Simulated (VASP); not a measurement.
# BP in VASP: notebook

BP is run at these levels: PBE; tasks: relaxation of cell and atoms.

All numbers are computed with VASP 6.6.1; they aren't measurements. Logs are shortened: lines on timing, memory, paths and dates and some standing lists are left out, and cuts for length are marked.

## Step 1: The cell of the first run

The structure is orthorhombic, space group Cmmm (No. 65). Conventional cell: a = 3.347 Å, b = 3.493 Å, c = 4.547 Å, α = 90.00°, β = 90.00°, γ = 90.00°. Within 2.2 Å of B (site symmetry mmm) lie 4 P at 1.67 to 1.75 Å. Within 2.2 Å of P (site symmetry mmm) lie 4 B at 1.67 to 1.75 Å.

## Step 2: Relaxation of cell and atoms, PBE

Input file INCAR:

```
  PREC = Accurate
  ENCUT = 910
  EDIFF = 1E-7
  ISMEAR = 0
  SIGMA = 0.1
  LREAL = False
  LASPH = True
  NELM = 120
  ALGO = Normal
  ISIF = 3
  LWAVE = False
  LCHARG = False
  GGA = PE
  IBRION = 2
  NSW = 90
  EDIFFG = -0.04
  GGA_COMPAT = False
  NELMIN = 4
```

Input file KPOINTS:

```
Automatic mesh
0
Gamma
  8 8 4
```

Input file POSCAR:

```
BP
1.0
    1.6735274100     -1.7463734800      0.0000000000
    1.6735274100      1.7463734800      0.0000000000
    0.0000000000      0.0000000000      4.5469156700
B P
1 1
Direct
    0.0000000000      0.0000000000      0.5000000000
    0.5000000000      0.5000000000      0.5000000000
```

Potentials or basis: VASP PAW PBE potentials, release 64 (B_h, P).

Run with:

```console
cat potpaw_PBE.64/B_h/POTCAR potpaw_PBE.64/P/POTCAR > POTCAR
mpirun -np 1 vasp_std > vasp.out
```

OUTCAR:

```text
PREC = Accurate
   ENCUT = 910
   EDIFF = 1E-7
   ISMEAR = 0
   LREAL = False
   LASPH = True
   NELM = 120
   ISIF = 3
   GGA = PE
   IBRION = 2
   NSW = 90
   EDIFFG = -0.04
   NELMIN = 4

 ion  position               nearest neighbor table
   1  0.000  0.000  0.500-   2 1.67   2 1.67   2 1.75   2 1.75
   2  0.500  0.500  0.500-   1 1.67   1 1.67   1 1.75   1 1.75

  LATTYP: Found a base centered orthorhombic cell.
 ALAT       =     3.3470548200
 B/A-ratio  =     1.0435284594
 C/A-ratio  =     1.3584825808

  Lattice vectors:

 A1 = (   1.6735274100,  -1.7463734800,   0.0000000000)
 A2 = (   1.6735274100,   1.7463734800,   0.0000000000)
 A3 = (   0.0000000000,   0.0000000000,   4.5469156700)

Analysis of symmetry for initial positions (statically):
=====================================================================
 Subroutine PRICEL returns:
 Original cell was already a primitive cell.

 Routine SETGRP: Setting up the symmetry group for a
 base centered orthorhombic supercell.

 Subroutine GETGRP returns: Found  8 space group operations
 (whereof  8 operations were pure point group operations)
 out of a pool of  8 trial point group operations.

The static configuration has the point symmetry D_2h.

Analysis of symmetry for dynamics (positions and initial velocities):
=====================================================================
 Subroutine PRICEL returns:
 Original cell was already a primitive cell.

 Routine SETGRP: Setting up the symmetry group for a
 base centered orthorhombic supercell.

 Subroutine GETGRP returns: Found  8 space group operations
 (whereof  8 operations were pure point group operations)
 out of a pool of  8 trial point group operations.

The dynamic configuration has the point symmetry D_2h.

 Subroutine INISYM returns: Found  8 space group operations
 (whereof  8 operations are pure point group operations),
 and found     1 'primitive' translations

----------------------------------------------------------------------------------------

                                     Primitive cell

  volume of cell :      26.5777

  direct lattice vectors                    reciprocal lattice vectors
     1.673527410 -1.746373480  0.000000000     0.298770129 -0.286307600  0.000000000
     1.673527410  1.746373480  0.000000000     0.298770129  0.286307600  0.000000000
     0.000000000  0.000000000  4.546915670     0.000000000  0.000000000  0.219929304

  length of vectors
     2.418783645  2.418783645  4.546915670     0.413806273  0.413806273  0.219929304

  position of ions in fractional coordinates (direct lattice)
     0.000000000  0.000000000  0.500000000
     0.500000000  0.500000000  0.500000000

  ion indices of the primitive-cell ions
   primitive index   ion index
                 1           1
                 2           2

----------------------------------------------------------------------------------------

 KPOINTS: Automatic mesh

Automatic generation of k-mesh.
 Grid dimensions read from file:
 generate k-points for:    8    8    4

 Generating k-lattice:

  Cartesian coordinates                     Fractional coordinates (reciprocal lattice)
     0.037346266 -0.035788450  0.000000000     0.125000000  0.000000000  0.000000000
     0.037346266  0.035788450  0.000000000     0.000000000  0.125000000  0.000000000
     0.000000000  0.000000000  0.054982326     0.000000000  0.000000000  0.250000000

  Length of vectors
     0.051725784  0.051725784  0.054982326

  Shift w.r.t. Gamma in fractional coordinates (k-lattice)
     0.000000000  0.000000000  0.000000000

 Subroutine IBZKPT returns following result:
 ===========================================

 Found     63 irreducible k-points:

 Following reciprocal coordinates:
            Coordinates               Weight
  0.000000  0.000000  0.000000      1.000000
  0.125000  0.000000  0.000000      4.000000
  0.250000  0.000000  0.000000      4.000000
  0.375000 -0.000000  0.000000      4.000000
  0.500000  0.000000  0.000000      2.000000
  0.125000  0.125000  0.000000      2.000000
[... 16 lines left out ...]
  0.125000  0.000000  0.250000      8.000000
  0.250000  0.000000  0.250000      8.000000
 [... further k-points ...]
   k-points           NKPTS =     63   k-points in BZ     NKDIM =     63   number of bands    NBANDS=      8
   number of dos      NEDOS =    301   number of ions     NIONS =      2
   total plane-waves  NPLWV =  27648
   dimension x,y,z NGX =    24 NGY =   24 NGZ =   48
   dimension x,y,z NGXF=    48 NGYF=   48 NGZF=   96
   ions per type =               1   1
   NGX,Y,Z   is equivalent  to a cutoff of  16.50, 16.50, 17.55 a.u.
   NGXF,Y,Z  is equivalent  to a cutoff of  32.99, 32.99, 35.10 a.u.
 SYSTEM =  unknown system
   PREC   = accura    normal or accurate (medium, high low for compatibility)
   ISTART =      0    job   : 0-new  1-cont  2-samecut
   ICHARG =      2    charge: 1-file 2-atom 10-const
   ISPIN  =      1    spin polarized calculation?
   LNONCOLLINEAR =      F non collinear calculations
   LSORBIT =      F    spin-orbit coupling
   LASPH  =      T    aspherical Exc in radial PAW
   ENCUT  =  910.0 eV  66.88 Ry    8.18 a.u.   5.95  5.95 11.18*2*pi/ulx,y,z
   NELM   =    120;   NELMIN=  4; NELMDL= -5     # of ELM steps
   EDIFF  = 0.1E-06   stopping-criterion for ELM
   LREAL  =      F    real-space projection
   EDIFFG = -.4E-01   stopping-criterion for IOM
   NSW    =     90    number of steps for IOM
   IBRION =      2    ionic relax: 0-MD 1-quasi-New 2-CG
   NFREE  =      1    steps in history (QN), initial steepest desc. (CG)
   ISIF   =      3    stress and relaxation
   ISYM   =      2    0-nonsym 1-usesym 2-fastsym
   POTIM  = 0.5000    time-step for ionic-motion
   TEBEG  =    0.0;   TEEND  =   0.0 temperature during run
   PSTRESS=    0.0 pullay stress
   NELECT =       8.0000    total number of electrons
   NUPDOWN=      -1.0000    fix difference up-down
   EMIN   =  10.00;   EMAX   =-10.00  energy-range for DOS
   EFERMI =   0.00;   METHOD = LEGACY
   ISMEAR =     0;   SIGMA  =   0.10  broadening in eV -4-tet -1-fermi 0-gaus
   EFERMI_NEDOS =   21; number of points for ismear=-14 and -15
   IALGO  =     38    algorithm
   IMIX   =      4    mixing-type and parameters
     AMIX     =   0.40;   BMIX     =  1.00
     AMIX_MAG =   1.60;   BMIX_MAG =  1.00
  volume/ion in A,a.u.               =      13.29        89.68
  Fermi-wavevector in a.u.,A,eV,Ry     =   1.097150  2.073312 16.377842  1.203737
  Thomas-Fermi vector in A             =   2.233505
   LORBIT       =      0    0 simple, 1 ext, 2 COOP (PROOUT), +10 PAW based schemes
   GGA     = PE    functional components
   LHFCALC =     F    Hartree Fock is set to
   AEXX    =    0.0000 exact exchange contribution
   IVDW    =     0    specifies the selected vdW correction
   LEPSILON=     F    determine dielectric tensor
   LRPA    =     F    only Hartree local field effects (RPA)
 conjugate gradient relaxation of ions
 non-spin polarized calculation
 Gauss-broadening in eV      SIGMA  =   0.10
  energy-cutoff  :      910.00
  volume of cell :       26.58
 maximum number of plane-waves:      1680
   NGX = 11   NGY = 11   NGZ = 23

--------------------------------------- Ionic step        1  -------------------------------------------

 number of electron       8.0000000 magnetization

 Free energy of the ion-electron system (eV)
  ---------------------------------------------------
  ext. energy  EPLUGINS =         0.00000000
  ---------------------------------------------------
  free energy    TOTEN  =        -6.78286978 eV

  energy without entropy =       -6.77760757  energy(sigma->0) =       -6.78023867

------------------------ aborting loop because EDIFF is reached ----------------------------------------

  FORCE on cell =-STRESS in cart. coord.  units (eV):
  Direction    XX          YY          ZZ          XY          YZ          ZX
  --------------------------------------------------------------------------------------
  -------------------------------------------------------------------------------------
  Total       26.7805951     19.1836284     -0.0530421      0.0000000      0.0000000      0.0000000
  in kB     1614.4104217   1156.4436705     -3.1975310      0.0000000      0.0000000      0.0000000
  external PRESSURE =     922.5521871 kB  Pullay stress =       0.0000000 kB
[... 901 lines left out ...]
 k-point    24 :       0.2500    0.0000    0.2500
  band No.  band energies     occupation
      1      -8.2713      2.00000
      2      -0.3182      2.00000
      3       1.6081      2.00000
      4       4.8645      2.00000
      5       9.3721      0.00000
      6      10.6862      0.00000
      7      13.0220      0.00000
      8      13.2783      0.00000

 [... further k-points ...]

[... ionic steps 4 to 30 ...]

--------------------------------------- Ionic step       31  -------------------------------------------

 number of electron       8.0000000 magnetization

------------------------ aborting loop because EDIFF is reached ----------------------------------------

  FORCE on cell =-STRESS in cart. coord.  units (eV):
  Direction    XX          YY          ZZ          XY          YZ          ZX
  --------------------------------------------------------------------------------------
  -------------------------------------------------------------------------------------
  Total       -0.3581466     -0.0143687     -0.0195559     -0.0000000      0.0000000      0.0000000
  in kB      -20.5014223     -0.8225118     -1.1194405     -0.0000000      0.0000000      0.0000000
  external PRESSURE =      -7.4811249 kB  Pullay stress =       0.0000000 kB
[... 57 lines left out ...]
  energy  without entropy=      -10.2716178997  energy(sigma->0) =      -10.27294620

--------------------------------------- Ionic step       33  -------------------------------------------

 number of electron       8.0000000 magnetization

 Free energy of the ion-electron system (eV)
  ---------------------------------------------------
  ext. energy  EPLUGINS =         0.00000000
  ---------------------------------------------------
  free energy    TOTEN  =       -10.27432735 eV

  energy without entropy =      -10.27163390  energy(sigma->0) =      -10.27298063

 E-fermi :   5.8290     XC(G=0): -10.1582

 val. band max:        5.7544896176   @ k =   0.3750   0.2500   0.0000
 cond. band min:       5.8298734173   @ k =   0.5000   0.1250   0.2500
 fundamental gap:      0.0753837996
 Fermi energy:         5.8290147387

 k-point     1 :       0.0000    0.0000    0.0000
  band No.  band energies     occupation
      1      -9.0588      2.00000
      2       3.1764      2.00000
      3       4.1190      2.00000
      4       4.1364      2.00000
      5       8.9183      0.00000
      6      10.2491      0.00000
      7      11.0204      0.00000
      8      14.3043      0.00000
[... 282 lines left out ...]
  FREE ENERGIE OF THE ION-ELECTRON SYSTEM (eV)
  ---------------------------------------------------
  free  energy   TOTEN  =       -10.2743273548 eV

  energy  without entropy=      -10.2716339003  energy(sigma->0) =      -10.27298063

 reached required accuracy - stopping structural energy minimisation
```

Run time: 2.9 min. Hardware: 1 thread of Intel Xeon Platinum 8559C (Emerald Rapids), shared host; peak memory 0.18 GiB.

Results:

| Property | Result |
| --- | --- |
| Free energy | -10.2743 eV |
| Relaxed volume | 13.94 Å³/atom |
| Relaxed cell | a = 2.861 Å, b = 2.861 Å, c = 3.407 Å, α = 90.00°, β = 90.00°, γ = 90.05° |
| Space group after relaxing (to 0.05 Å) | P4/mmm (No. 123) |
| Energy gained by relaxing | 1745.7 meV/atom |
| Ionic steps | 33 |
| Pressure after relaxing | -0.2 GPa |
| Band gap on the k mesh | zero (band 4 reaches 7.42 eV, above the bottom of band 5 at 3.99 eV) |

The path:
```csv
step,energy change (eV),largest force (eV/Å),pressure (GPa),volume (Å³)
1,0.0000,0.0000,92.26,26.58
2,0.0013,0.0000,-14.47,63.91
3,-3.3675,0.0000,-6.42,39.46
4,-3.4222,0.0000,-3.53,38.23
5,-3.4405,0.0000,0.20,36.97
6,-3.4405,0.0000,-0.53,37.20
7,-3.4417,0.0000,-0.14,36.91
8,-3.4418,0.0000,0.21,36.73
9,-3.4418,0.0000,0.09,36.78
10,-3.4426,0.0000,-0.18,36.70
11,-3.4433,0.0000,-0.62,36.53
12,-3.4437,0.0000,-0.62,36.44
13,-3.4447,0.0000,-0.61,36.16
14,-3.4466,0.0000,-0.61,35.59
15,-3.4491,0.0000,-0.61,34.46
16,-3.4501,0.0000,-0.60,34.32
17,-3.4525,0.0000,-0.54,33.89
18,-3.4564,0.0000,-0.47,33.02
19,-3.4662,0.0000,-0.25,31.31
20,-3.4786,0.0000,2.22,27.91
21,-3.4758,0.0000,1.23,28.91
22,-3.4783,0.0000,1.76,28.34
23,-3.4787,0.0000,1.95,28.15
24,-3.4795,0.0000,2.05,27.95
25,-3.4797,0.0000,2.12,27.80
26,-3.4809,0.0000,1.93,27.82
27,-3.4841,0.0000,1.37,27.85
28,-3.4880,0.0000,0.30,27.92
29,-3.4898,0.0000,-1.34,28.07
30,-3.4900,0.0000,-0.95,28.03
31,-3.4907,0.0000,-0.75,27.99
32,-3.4914,0.0000,-0.30,27.91
33,-3.4915,0.0000,-0.16,27.88
```

Final structure:
```cif
data_structure
_symmetry_space_group_name_H-M 'P 1'
_symmetry_Int_Tables_number 1
_cell_length_a 2.8606
_cell_length_b 2.8606
_cell_length_c 3.4067
_cell_angle_alpha 90.000
_cell_angle_beta 90.000
_cell_angle_gamma 90.047
_cell_volume 27.88
loop_
_atom_site_label
_atom_site_type_symbol
_atom_site_fract_x
_atom_site_fract_y
_atom_site_fract_z
_atom_site_occupancy
B1 B 0.00000 0.00000 0.50000 1
P1 P 0.50000 0.50000 0.50000 1
```

Caveat: this functional lacks dispersion, which binds the layers, so the pressure and a relaxed spacing across them are unreliable.

(Part 1 of 2 ends here.)
